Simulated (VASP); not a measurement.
# WC in VASP: relaxation of the atoms with PBE

Aim: the relaxation of the atoms of WC with PBE.

Program: VASP 6.6.1. These are calculated values, not measurements. Logs are shortened: lines on timing, memory, paths and dates and some standing lists are left out, and cuts for length are marked.

### 1 The cell of the first run

The cell holds a slab with vacuum, 24 atoms: a = 5.778 Å, b = 5.778 Å, c = 19.067 Å, α = 90.00°, β = 90.00°, γ = 120.00°.

### 2 Relaxation of the atoms, PBE

The input, INCAR:

```
SYSTEM = WC
PREC = Accurate
ENCUT = 520
EDIFF = 1E-6
ISMEAR = -1
SIGMA = 0.05
LREAL = Auto
LASPH = .TRUE.
NELM = 60
ALGO = Normal
ISIF = 2
LWAVE = .FALSE.
LCHARG = .FALSE.
GGA = PE
IBRION = 2
NSW = 45
EDIFFG = -0.08
KPAR = 2
```

The input, KPOINTS:

```
regular mesh
0
G
  3 3 1
  0 0 0
```

The input, POSCAR:

```
WC
1.0
    5.7780000000      0.0000000000      0.0000000000
   -2.8890000000      5.0038950000      0.0000000000
    0.0000000000      0.0000000000     19.0675000000
W C
12 12
Selective dynamics
Direct
    0.0000000000      0.0000000000      0.0524453000  F F F
    0.0000000000      0.0000000000      0.2007080000  T T T
    0.0000000000      0.0000000000      0.3489708000  T T T
    0.0000000000      0.5000000000      0.0524453000  F F F
    0.0000000000      0.5000000000      0.2007080000  T T T
    0.0000000000      0.5000000000      0.3489708000  T T T
    0.5000000000      0.0000000000      0.0524453000  F F F
    0.5000000000      0.0000000000      0.2007080000  T T T
    0.5000000000      0.0000000000      0.3489708000  T T T
    0.5000000000      0.5000000000      0.0524453000  F F F
    0.5000000000      0.5000000000      0.2007080000  T T T
    0.5000000000      0.5000000000      0.3489708000  T T T
    0.3333333000      0.1666667000      0.1265766000  F F F
    0.3333333000      0.1666667000      0.2748394000  T T T
    0.3333333000      0.1666667000      0.4231021000  T T T
    0.3333333000      0.6666667000      0.1265766000  F F F
    0.3333333000      0.6666667000      0.2748394000  T T T
    0.3333333000      0.6666667000      0.4231021000  T T T
    0.8333333000      0.1666667000      0.1265766000  F F F
    0.8333333000      0.1666667000      0.2748394000  T T T
    0.8333333000      0.1666667000      0.4231021000  T T T
    0.8333333000      0.6666667000      0.1265766000  F F F
    0.8333333000      0.6666667000      0.2748394000  T T T
    0.8333333000      0.6666667000      0.4231021000  T T T
```

Potentials or basis: VASP PAW PBE potentials, release 64 (W_sv, C).

Started as:

```sh
$ cat potpaw_PBE.64/W_sv/POTCAR potpaw_PBE.64/C/POTCAR > POTCAR
$ mpirun -np 2 vasp_std > vasp.out
```

OUTCAR:

```text
SYSTEM = WC
   PREC = Accurate
   ENCUT = 520
   EDIFF = 1E-6
   ISMEAR = -1
   LREAL = Auto
   LASPH = .TRUE.
   NELM = 60
   ISIF = 2
   GGA = PE
   IBRION = 2
   NSW = 45
   EDIFFG = -0.08

 ion  position               nearest neighbor table
   1  0.000  0.000  0.052-  13 2.19  22 2.19  19 2.19   2 2.83   7 2.89   7 2.89   4 2.89   4 2.89
                            10 2.89  10 2.89
   2  0.000  0.000  0.201-  13 2.19  14 2.19  22 2.19  23 2.19  19 2.19  20 2.19   1 2.83   3 2.83
                             8 2.89   8 2.89  11 2.89   5 2.89   5 2.89  11 2.89
   3  0.000  0.000  0.349-  15 2.19  24 2.19  21 2.19  14 2.19  23 2.19  20 2.19   2 2.83   9 2.89
                             9 2.89  12 2.89   6 2.89   6 2.89  12 2.89
   4  0.000  0.500  0.052-  16 2.19  19 2.19  22 2.19   5 2.83  10 2.89  10 2.89   7 2.89   1 2.89
                             1 2.89   7 2.89
   5  0.000  0.500  0.201-  16 2.19  17 2.19  19 2.19  20 2.19  22 2.19  23 2.19   4 2.83   6 2.83
                            11 2.89  11 2.89   2 2.89   2 2.89   8 2.89   8 2.89
   6  0.000  0.500  0.349-  18 2.19  21 2.19  24 2.19  17 2.19  20 2.19  23 2.19   5 2.83  12 2.89
                            12 2.89   3 2.89   3 2.89   9 2.89   9 2.89
   7  0.500  0.000  0.052-  19 2.19  16 2.19  13 2.19   8 2.83   1 2.89   1 2.89   4 2.89  10 2.89
                            10 2.89   4 2.89
   8  0.500  0.000  0.201-  19 2.19  20 2.19  16 2.19  17 2.19  13 2.19  14 2.19   7 2.83   9 2.83
                             2 2.89   2 2.89  11 2.89  11 2.89   5 2.89   5 2.89
   9  0.500  0.000  0.349-  21 2.19  18 2.19  15 2.19  20 2.19  17 2.19  14 2.19   8 2.83   3 2.89
[... 26 lines left out ...]
 A1 = (   5.7780000000,   0.0000000000,   0.0000000000)
 A2 = (  -2.8890000000,   5.0038950000,   0.0000000000)
 A3 = (   0.0000000000,   0.0000000000,  19.0675000000)

Analysis of symmetry for initial positions (statically):
=====================================================================
 Subroutine PRICEL returns following result:

  LATTYP: Found a hexagonal cell.
 ALAT       =     2.8890000000
 C/A-ratio  =     6.6000346141
[... 12 lines left out ...]
 Subroutine GETGRP returns: Found  6 space group operations
 (whereof  6 operations were pure point group operations)
 out of a pool of 24 trial point group operations.

The static configuration has the point symmetry C_3v.

Analysis of symmetry for dynamics (positions and initial velocities):
=====================================================================
 Subroutine PRICEL returns following result:

  LATTYP: Found a hexagonal cell.
 ALAT       =     2.8890000000
 C/A-ratio  =     6.6000346141
[... 12 lines left out ...]
 Subroutine GETGRP returns: Found  6 space group operations
 (whereof  6 operations were pure point group operations)
 out of a pool of 24 trial point group operations.

The dynamic configuration has the point symmetry C_3v.

Analysis of constrained symmetry for selective dynamics:
=====================================================================
 Subroutine PRICEL returns following result:

  LATTYP: Found a hexagonal cell.
 ALAT       =     2.8890000000
 C/A-ratio  =     6.6000346141
[... 12 lines left out ...]
 Subroutine GETGRP returns: Found  6 space group operations
 (whereof  6 operations were pure point group operations)
 out of a pool of 24 trial point group operations.

The constrained configuration has the point symmetry C_3v.

 Subroutine INISYM returns: Found  6 space group operations
 (whereof  6 operations are pure point group operations),
 and found     4 'primitive' translations

----------------------------------------------------------------------------------------

                                     Primitive cell

  volume of cell :     137.8223

  direct lattice vectors                    reciprocal lattice vectors
     2.889000000  0.000000000  0.000000000     0.346140533  0.199844321  0.000000000
    -1.444500000  2.501947500  0.000000000     0.000000000  0.399688643  0.000000000
     0.000000000  0.000000000 19.067500000     0.000000000  0.000000000  0.052445260

  length of vectors
     2.889000000  2.889000094 19.067500000     0.399688656  0.399688643  0.052445260

  position of ions in fractional coordinates (direct lattice)
     0.000000000  0.000000000  0.052445300
     0.000000000  0.000000000  0.200708000
     0.000000000  0.000000000  0.348970800
     0.666666600  0.333333400  0.126576600
     0.666666600  0.333333400  0.274839400
     0.666666600  0.333333400  0.423102100

  ion indices of the primitive-cell ions
   primitive index   ion index
[... 27 lines left out ...]

 Subroutine IBZKPT returns following result:
 ===========================================

 Found      3 irreducible k-points:

 Following reciprocal coordinates:
            Coordinates               Weight
  0.000000  0.000000  0.000000      1.000000
  0.333333 -0.000000  0.000000      6.000000
  0.333333  0.333333  0.000000      2.000000
   k-points           NKPTS =      3   k-points in BZ     NKDIM =      3   number of bands    NBANDS=    129
   number of dos      NEDOS =    301   number of ions     NIONS =     24
   total plane-waves  NPLWV = 331776
   dimension x,y,z NGX =    48 NGY =   48 NGZ =  144
   dimension x,y,z NGXF=    96 NGYF=   96 NGZF=  288
   ions per type =              12  12
   NGX,Y,Z   is equivalent  to a cutoff of  13.81, 13.81, 12.56 a.u.
   NGXF,Y,Z  is equivalent  to a cutoff of  27.62, 27.62, 25.11 a.u.
 SYSTEM =  WC
   PREC   = accura    normal or accurate (medium, high low for compatibility)
   ISTART =      0    job   : 0-new  1-cont  2-samecut
   ICHARG =      2    charge: 1-file 2-atom 10-const
   ISPIN  =      1    spin polarized calculation?
   LNONCOLLINEAR =      F non collinear calculations
   LSORBIT =      F    spin-orbit coupling
   LASPH  =      T    aspherical Exc in radial PAW
   ENCUT  =  520.0 eV  38.22 Ry    6.18 a.u.  10.74 10.74 35.45*2*pi/ulx,y,z
   NELM   =     60;   NELMIN=  2; NELMDL= -5     # of ELM steps
   EDIFF  = 0.1E-05   stopping-criterion for ELM
   LREAL  =      T    real-space projection
   EDIFFG = -.8E-01   stopping-criterion for IOM
   NSW    =     45    number of steps for IOM
   IBRION =      2    ionic relax: 0-MD 1-quasi-New 2-CG
   NFREE  =      1    steps in history (QN), initial steepest desc. (CG)
   ISIF   =      2    stress and relaxation
   ISYM   =      2    0-nonsym 1-usesym 2-fastsym
   POTIM  = 0.5000    time-step for ionic-motion
   TEBEG  =    0.0;   TEEND  =   0.0 temperature during run
   PSTRESS=    0.0 pullay stress
   NELECT =     216.0000    total number of electrons
   NUPDOWN=      -1.0000    fix difference up-down
   EMIN   =  10.00;   EMAX   =-10.00  energy-range for DOS
   EFERMI =   0.00;   METHOD = LEGACY
   ISMEAR =    -1;   SIGMA  =   0.05  broadening in eV -4-tet -1-fermi 0-gaus
   EFERMI_NEDOS =   21; number of points for ismear=-14 and -15
   IALGO  =     38    algorithm
   IMIX   =      4    mixing-type and parameters
     AMIX     =   0.40;   BMIX     =  1.00
     AMIX_MAG =   1.60;   BMIX_MAG =  1.00
  volume/ion in A,a.u.               =      22.97       155.01
  Fermi-wavevector in a.u.,A,eV,Ry     =   1.197934  2.263767 19.524987  1.435046
  Thomas-Fermi vector in A             =   2.333836
   LORBIT       =      0    0 simple, 1 ext, 2 COOP (PROOUT), +10 PAW based schemes
   GGA     = PE    functional components
   LHFCALC =     F    Hartree Fock is set to
   AEXX    =    0.0000 exact exchange contribution
   IVDW    =     0    specifies the selected vdW correction
   LEPSILON=     F    determine dielectric tensor
   LRPA    =     F    only Hartree local field effects (RPA)
 conjugate gradient relaxation of ions
 non-spin polarized calculation
  energy-cutoff  :      520.00
  volume of cell :      551.29
 maximum number of plane-waves:     14891
 NGX is ok and might be reduce to    48
   NGX = 21   NGY = 21   NGZ = 71

--------------------------------------- Ionic step        1  -------------------------------------------

 number of electron     215.9999987 magnetization

 Free energy of the ion-electron system (eV)
  ---------------------------------------------------
  ext. energy  EPLUGINS =         0.00000000
  ---------------------------------------------------
  free energy    TOTEN  =      -248.45947759 eV

  energy without entropy =     -248.36836368  energy(sigma->0) =     -248.41392063

------------------------ aborting loop because EDIFF is reached ----------------------------------------

  FORCE on cell =-STRESS in cart. coord.  units (eV):
  Direction    XX          YY          ZZ          XY          YZ          ZX
  --------------------------------------------------------------------------------------
  -------------------------------------------------------------------------------------
  Total        6.6697520      6.6697525    -14.6158613      0.0000000     -0.0000000      0.0000000
  in kB       19.3838832     19.3838849    -42.4771643      0.0000000     -0.0000000      0.0000000
  external PRESSURE =      -1.2364654 kB  Pullay stress =       0.0000000 kB
[... 155 lines left out ...]
  FREE ENERGIE OF THE ION-ELECTRON SYSTEM (eV)
  ---------------------------------------------------
  free  energy   TOTEN  =      -251.8412530532 eV

  energy  without entropy=     -251.8161237704  energy(sigma->0) =     -251.82868841

[... ionic steps 4 to 9 ...]

--------------------------------------- Ionic step       10  -------------------------------------------

 number of electron     215.9999990 magnetization

------------------------ aborting loop because EDIFF is reached ----------------------------------------
[... 111 lines left out ...]
--------------------------------------- Ionic step       12  -------------------------------------------

 number of electron     215.9999983 magnetization

 Free energy of the ion-electron system (eV)
  ---------------------------------------------------
  ext. energy  EPLUGINS =         0.00000000
  ---------------------------------------------------
  free energy    TOTEN  =      -252.03637304 eV

  energy without entropy =     -252.01655328  energy(sigma->0) =     -252.02646316

 E-fermi :   2.2253     XC(G=0):  -7.2405

 val. band max:        2.1645501322   @ k =   0.0000   0.0000   0.0000
 cond. band min:       2.4213729828   @ k =   0.3333  -0.0000   0.0000
 fundamental gap:      0.2568228506
 Fermi energy:         2.2252652449

 k-point     1 :       0.0000    0.0000    0.0000
  band No.  band energies     occupation
      1     -72.0120      2.00000
      2     -71.9493      2.00000
      3     -71.9493      2.00000
      4     -71.9493      2.00000
      5     -71.9303      2.00000
      6     -71.8811      2.00000
[... 358 lines left out ...]
    119       4.0712      0.00000
    120       4.2610      0.00000
 [bands above 120 left out]

------------------------ aborting loop because EDIFF is reached ----------------------------------------

  FORCE on cell =-STRESS in cart. coord.  units (eV):
  Direction    XX          YY          ZZ          XY          YZ          ZX
  --------------------------------------------------------------------------------------
  -------------------------------------------------------------------------------------
  Total       17.0270035     17.0270050     -5.3921515      0.0000000      0.0000000      0.0000000
  in kB       49.4845161     49.4845204    -15.6708728      0.0000000      0.0000000      0.0000000
  external PRESSURE =      27.7660546 kB  Pullay stress =       0.0000000 kB
[... 39 lines left out ...]
  FREE ENERGIE OF THE ION-ELECTRON SYSTEM (eV)
  ---------------------------------------------------
  free  energy   TOTEN  =      -252.0363730405 eV

  energy  without entropy=     -252.0165532791  energy(sigma->0) =     -252.02646316

 reached required accuracy - stopping structural energy minimisation
```

It took 32 min on 2 MPI ranks of Intel Xeon Platinum 8488C (Sapphire Rapids), shared host; peak memory 0.83 GiB.

Results:

```yaml
Free_energy: -252.0364 eV
Energy_gained_by_relaxing: 149.0 meV/atom
Ionic_steps: 12
Band_gap_on_the_k_mesh: zero (bands 108 and 109 overlap by 1.08 eV)
```

The path:
```csv
step,energy change (eV),largest force on free atoms (eV/Å),pressure (GPa)
1,0.0000,6.0682,-0.12
2,-0.4477,6.9718,6.77
3,-3.3818,0.7787,1.80
4,-3.3816,0.7687,1.71
5,-3.5509,0.3448,2.34
6,-3.5560,0.3181,2.48
7,-3.5626,0.2807,2.42
8,-3.5693,0.1026,2.44
9,-3.5713,0.0999,2.55
10,-3.5713,0.1035,2.55
11,-3.5732,0.0835,2.61
12,-3.5769,0.0502,2.78
```

Final structure:
```xyz
24
Lattice="5.7780 0.0000 0.0000 -2.8890 5.0039 0.0000 0.0000 0.0000 19.0675" Properties=species:S:1:pos:R:3 pbc="T T T"
W     0.0000    0.0000    1.0000
W     0.0000    0.0000    3.8503
W     5.7780    0.0000    6.7779
W    -1.4445    2.5019    1.0000
W    -1.4445    2.5019    3.8503
W    -1.4445    2.5019    6.7779
W     2.8890    0.0000    1.0000
W     2.8890    0.0000    3.8503
W     2.8890    0.0000    6.7779
W     1.4445    2.5019    1.0000
W     1.4445    2.5019    3.8503
W     1.4445    2.5019    6.7779
C     1.4445    0.8340    2.4135
C     1.4445    0.8340    5.2474
C     1.4445    0.8340    7.8925
C     0.0000    3.3359    2.4135
C     0.0000    3.3359    5.2474
C     0.0000    3.3359    7.8925
C     4.3335    0.8340    2.4135
C     4.3335    0.8340    5.2474
C     4.3335    0.8340    7.8925
C     2.8890    3.3359    2.4135
C     2.8890    3.3359    5.2474
C     2.8890    3.3359    7.8925
```

Caveat: the k points lie up to 0.42 Å⁻¹ apart, too coarse for converged energies and pressures of a metal; there is no dipole correction, which matters where the two faces differ; spin-orbit coupling is left out, which moves the levels of the heavy elements.

The gap in the log of VASP goes by the Fermi energy; the results here count the filled bands.